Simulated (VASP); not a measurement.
A run of VASP 6.6.1:

INCAR

```
PREC = Accurate
ENCUT = 520
EDIFF = 1E-6
ISMEAR = -1
SIGMA = 0.05
LREAL = F
LASPH = T
NELM = 60
ALGO = Normal
ISIF = 2
LWAVE = F
LCHARG = F
GGA = PE
NBANDS = 11
```

KPOINTS

```
Automatic mesh
0
Gamma
  17 17 17
```

POSCAR

```
BN
1.0
    0.0000000000      1.6649455284      1.6649455284
    1.6649455284      0.0000000000      1.6649455284
    1.6649455284      1.6649455284      0.0000000000
B N
1 1
Direct
    0.0000000000      0.0000000000      0.0000000000
    0.2500000000      0.2500000000      0.2500000000
```

Potentials or basis: VASP PAW PBE potentials, release 64 (B, N).

The run is started by

```console
$ cat potpaw_PBE.64/B/POTCAR potpaw_PBE.64/N/POTCAR > POTCAR
$ mpirun -np 1 vasp_std > vasp.out
```

Hardware: 1 thread of Intel(R) Xeon(R) 6975P-C (Granite Rapids), with other jobs on the host.

**Question.** How long does it take, and how much memory?

**Answer.** It took 7 s on 1 thread of Intel(R) Xeon(R) 6975P-C (Granite Rapids) (shared host), peak memory 0.12 GiB. Counts: scf iterations 12, k points 165.
